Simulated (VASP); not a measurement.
# MgB2 (P6/mmm) in VASP: a series of runs, part 2 of 2

VASP 6.6.1.

## 5. Single point, PBE (volume scaled by 0.99)

File INCAR:

```
PREC     = Accurate       # precision mode
ENCUT    = 520            # plane-wave cutoff, eV
EDIFF    = 1E-6           # SCF threshold, eV
ISMEAR   = -1             # smearing method
SIGMA    = 0.05           # smearing width, eV
LREAL    = False          # projectors in reciprocal space
LASPH    = True           # aspherical terms in the spheres
NELM     = 60             # most SCF steps
ALGO     = Normal         # electronic algorithm
ISIF     = 2              # what is computed and relaxed
LWAVE    = False          # write WAVECAR
LCHARG   = False          # write CHGCAR
GGA      = PE             # functional
NBANDS   = 11             # bands
```

File KPOINTS:

```
regular mesh
0
Gamma
  12 12 9
```

File POSCAR:

```
MgB2
1.0
    3.0746829003      0.0000000000      0.0000000000
   -1.5373414502      2.6627535003      0.0000000000
    0.0000000000      0.0000000000      3.5112173033
Mg B
1 2
Direct
    0.0000000000      0.0000000000      0.0000000000
    0.3333333333      0.6666666667      0.5000000000
    0.6666666667      0.3333333333      0.5000000000
```

Potentials or basis: VASP PAW PBE potentials, release 64 (Mg, B).

Started as:

```sh
cat potpaw_PBE.64/Mg/POTCAR potpaw_PBE.64/B/POTCAR > POTCAR
mpirun -np 1 vasp_std > vasp.out
```

OUTCAR:

```text
PREC = Accurate
   ENCUT = 520
   EDIFF = 1E-6
   ISMEAR = -1
   LREAL = False
   LASPH = True
   NELM = 60
   ISIF = 2
   GGA = PE

 ion  position               nearest neighbor table
   1  0.000  0.000  0.000-   2 2.50   3 2.50   2 2.50   3 2.50   3 2.50   3 2.50   2 2.50   2 2.50
                             3 2.50   3 2.50   2 2.50   2 2.50
   2  0.333  0.667  0.500-   3 1.78   3 1.78   3 1.78   1 2.50   1 2.50   1 2.50   1 2.50   1 2.50
                             1 2.50
   3  0.667  0.333  0.500-   2 1.78   2 1.78   2 1.78   1 2.50   1 2.50   1 2.50   1 2.50   1 2.50
                             1 2.50

  LATTYP: Found a hexagonal cell.
 ALAT       =     3.0746829003
 C/A-ratio  =     1.1419770484

  Lattice vectors:

 A1 = (   3.0746829003,   0.0000000000,   0.0000000000)
 A2 = (  -1.5373414502,   2.6627535003,   0.0000000000)
 A3 = (   0.0000000000,   0.0000000000,   3.5112173033)

Analysis of symmetry for initial positions (statically):
=====================================================================
 Subroutine PRICEL returns:
 Original cell was already a primitive cell.

 Routine SETGRP: Setting up the symmetry group for a
 hexagonal supercell.

 Subroutine GETGRP returns: Found 24 space group operations
 (whereof 24 operations were pure point group operations)
 out of a pool of 24 trial point group operations.

The static configuration has the point symmetry D_6h.

Analysis of symmetry for dynamics (positions and initial velocities):
=====================================================================
 Subroutine PRICEL returns:
 Original cell was already a primitive cell.

 Routine SETGRP: Setting up the symmetry group for a
 hexagonal supercell.

 Subroutine GETGRP returns: Found 24 space group operations
 (whereof 24 operations were pure point group operations)
 out of a pool of 24 trial point group operations.

The dynamic configuration has the point symmetry D_6h.

 Subroutine INISYM returns: Found 24 space group operations
 (whereof 24 operations are pure point group operations),
 and found     1 'primitive' translations

----------------------------------------------------------------------------------------

                                     Primitive cell

  volume of cell :      28.7468

  direct lattice vectors                    reciprocal lattice vectors
     3.074682900  0.000000000  0.000000000     0.325236791  0.187775549  0.000000000
    -1.537341450  2.662753500  0.000000000     0.000000000  0.375551098  0.000000000
     0.000000000  0.000000000  3.511217303     0.000000000  0.000000000  0.284801513

  length of vectors
     3.074682900  3.074682900  3.511217303     0.375551098  0.375551098  0.284801513

  position of ions in fractional coordinates (direct lattice)
     0.000000000  0.000000000  0.000000000
     0.333333333  0.666666667  0.500000000
     0.666666667  0.333333333  0.500000000

  ion indices of the primitive-cell ions
   primitive index   ion index
                 1           1
                 2           2
                 3           3

----------------------------------------------------------------------------------------

 KPOINTS: regular mesh

Automatic generation of k-mesh.
[... 25 lines left out ...]
  0.166667  0.000000  0.000000      6.000000
  0.250000  0.000000  0.000000      6.000000
  0.333333  0.000000  0.000000      6.000000
  0.416667  0.000000  0.000000      6.000000
[... 16 lines left out ...]
  0.250000  0.000000  0.111111     12.000000
  0.333333  0.000000  0.111111     12.000000
 [... further k-points ...]
   k-points           NKPTS =     95   k-points in BZ     NKDIM =     95   number of bands    NBANDS=     11
   number of dos      NEDOS =    301   number of ions     NIONS =      3
   total plane-waves  NPLWV =  16128
   dimension x,y,z NGX =    24 NGY =   24 NGZ =   28
   dimension x,y,z NGXF=    48 NGYF=   48 NGZF=   56
   ions per type =               1   2
   NGX,Y,Z   is equivalent  to a cutoff of  12.98, 12.98, 13.26 a.u.
   NGXF,Y,Z  is equivalent  to a cutoff of  25.95, 25.95, 26.51 a.u.
 SYSTEM =  unknown system
   PREC   = accura    normal or accurate (medium, high low for compatibility)
   ISTART =      0    job   : 0-new  1-cont  2-samecut
   ICHARG =      2    charge: 1-file 2-atom 10-const
   ISPIN  =      1    spin polarized calculation?
   LNONCOLLINEAR =      F non collinear calculations
   LSORBIT =      F    spin-orbit coupling
   LASPH  =      T    aspherical Exc in radial PAW
   ENCUT  =  520.0 eV  38.22 Ry    6.18 a.u.   5.72  5.72  6.53*2*pi/ulx,y,z
   NELM   =     60;   NELMIN=  2; NELMDL= -5     # of ELM steps
   EDIFF  = 0.1E-05   stopping-criterion for ELM
   LREAL  =      F    real-space projection
   EDIFFG = 0.1E-04   stopping-criterion for IOM
   NSW    =      0    number of steps for IOM
   IBRION =     -1    ionic relax: 0-MD 1-quasi-New 2-CG
   NFREE  =      0    steps in history (QN), initial steepest desc. (CG)
   ISIF   =      2    stress and relaxation
   ISYM   =      2    0-nonsym 1-usesym 2-fastsym
   POTIM  = 0.5000    time-step for ionic-motion
   TEBEG  =    0.0;   TEEND  =   0.0 temperature during run
   PSTRESS=    0.0 pullay stress
   NELECT =       8.0000    total number of electrons
   NUPDOWN=      -1.0000    fix difference up-down
   EMIN   =  10.00;   EMAX   =-10.00  energy-range for DOS
   EFERMI =   0.00;   METHOD = LEGACY
   ISMEAR =    -1;   SIGMA  =   0.05  broadening in eV -4-tet -1-fermi 0-gaus
   EFERMI_NEDOS =   21; number of points for ismear=-14 and -15
   IALGO  =     38    algorithm
   IMIX   =      4    mixing-type and parameters
     AMIX     =   0.40;   BMIX     =  1.00
     AMIX_MAG =   1.60;   BMIX_MAG =  1.00
  volume/ion in A,a.u.               =       9.58        64.66
  Fermi-wavevector in a.u.,A,eV,Ry     =   1.068830  2.019795 15.543252  1.142397
  Thomas-Fermi vector in A             =   2.204490
   LORBIT       =      0    0 simple, 1 ext, 2 COOP (PROOUT), +10 PAW based schemes
   GGA     = PE    functional components
   LHFCALC =     F    Hartree Fock is set to
   AEXX    =    0.0000 exact exchange contribution
   IVDW    =     0    specifies the selected vdW correction
   LEPSILON=     F    determine dielectric tensor
   LRPA    =     F    only Hartree local field effects (RPA)
 non-spin polarized calculation
  energy-cutoff  :      520.00
  volume of cell :       28.75
 maximum number of plane-waves:       788
 NGX is ok and might be reduce to    24
   NGX = 11   NGY = 11   NGZ = 13

 number of electron       8.0000000 magnetization

 Free energy of the ion-electron system (eV)
  ---------------------------------------------------
  ext. energy  EPLUGINS =         0.00000000
  ---------------------------------------------------
  free energy    TOTEN  =       -15.32860101 eV

  energy without entropy =      -15.32429572  energy(sigma->0) =      -15.32644836

 E-fermi :   5.2929     XC(G=0): -10.9519

 val. band max:        5.2850334954   @ k =   0.4167   0.1667   0.1111
 cond. band min:       5.3380434806   @ k =   0.2500   0.2500   0.4444
 fundamental gap:      0.0530099852
 Fermi energy:         5.2928789637

 k-point     1 :       0.0000    0.0000    0.0000
  band No.  band energies     occupation
      1      -7.1478      2.00000
      2       2.3748      2.00000
      3       5.6884      0.00073
      4       5.6884      0.00073
      5       7.0147      0.00000
      6      11.6676      0.00000
      7      11.6676      0.00000
      8      13.5103      0.00000
      9      15.3427      0.00000
     10      18.0910      0.00000
     11      21.5723      0.00000
[... 309 lines left out ...]
 k-point    24 :       0.3333    0.0000    0.1111
  band No.  band energies     occupation
      1      -5.1416      2.00000
      2       0.2823      2.00000
      3       3.4503      2.00000
      4       3.6198      2.00000
      5       9.1439      0.00000
      6      10.0016      0.00000
      7      10.8058      0.00000
      8      14.8337      0.00000
      9      17.2986      0.00000
     10      18.1040      0.00000
     11      18.2071      0.00000

 [... further k-points ...]
[... 5 lines left out ...]
  --------------------------------------------------------------------------------------
  -------------------------------------------------------------------------------------
  Total        0.0561560      0.0561560      0.0069095     -0.0000000     -0.0000000      0.0000000
  in kB        3.1298111      3.1298111      0.3850933     -0.0000000     -0.0000000      0.0000000
  external PRESSURE =       2.2149051 kB  Pullay stress =       0.0000000 kB

 VOLUME and BASIS-vectors are now :
 -----------------------------------------------------------------------------
  energy-cutoff  :      520.00
  volume of cell :       28.75
      direct lattice vectors                 reciprocal lattice vectors
     3.074682900  0.000000000  0.000000000     0.325236791  0.187775549  0.000000000
    -1.537341450  2.662753500  0.000000000     0.000000000  0.375551098  0.000000000
     0.000000000  0.000000000  3.511217303     0.000000000  0.000000000  0.284801513

 POSITION                                       TOTAL-FORCE (eV/Angst)
 -----------------------------------------------------------------------------------
      0.00000      0.00000      0.00000         0.000000      0.000000      0.000000
     -0.00000      1.77517      1.75561         0.000000      0.000000      0.000000
      1.53734      0.88758      1.75561        -0.000000      0.000000      0.000000
 -----------------------------------------------------------------------------------
    total drift:                                0.000000     -0.000000      0.000000

  FREE ENERGIE OF THE ION-ELECTRON SYSTEM (eV)
  ---------------------------------------------------
  free  energy   TOTEN  =       -15.3286010121 eV

  energy  without entropy=      -15.3242957168  energy(sigma->0) =      -15.32644836
```

It took 11 s on 1 thread of Intel Xeon 6975P-C (Granite Rapids), shared host; peak memory 0.16 GiB.

Results:

```
Free energy            : -15.3286 eV
Pressure               : 0.2 GPa
Band gap on the k mesh : zero (band 4 reaches 7.13 eV, above the bottom of band 5 at 3.40 eV)
```

Stress tensor (GPa, compression positive):
```
0.31 0.00 0.00
0.00 0.31 0.00
0.00 0.00 0.04
```

## 6. Summary

| cell | gap on the mesh (eV) | pressure (GPa) |
| --- | --- | --- |
| a = 3.085, b = 3.085, c = 3.629 Å, angles 90.0, 90.0, 120.0°, 3 atoms | none | -4.3 |
| a = 3.178, b = 3.178, c = 3.523 Å, angles 90.0, 90.0, 120.0°, 3 atoms | none | -10.2 |
| a = 3.043, b = 3.043, c = 3.475 Å, angles 90.0, 90.0, 120.0°, 3 atoms | none | 5.2 |
| a = 3.075, b = 3.075, c = 3.511 Å, angles 90.0, 90.0, 120.0°, 3 atoms | none | 0.2 |

Alike in all rows: task single point; level PBE; potentials or basis VASP PAW PBE potentials, release 64 (Mg, B); no spin polarisation; k mesh 12 × 12 × 9; cutoff (eV) 520; smearing fermi-dirac 0.05 eV.

Total energies depend on the potentials used, so only differences within one code and one set of settings carry meaning.
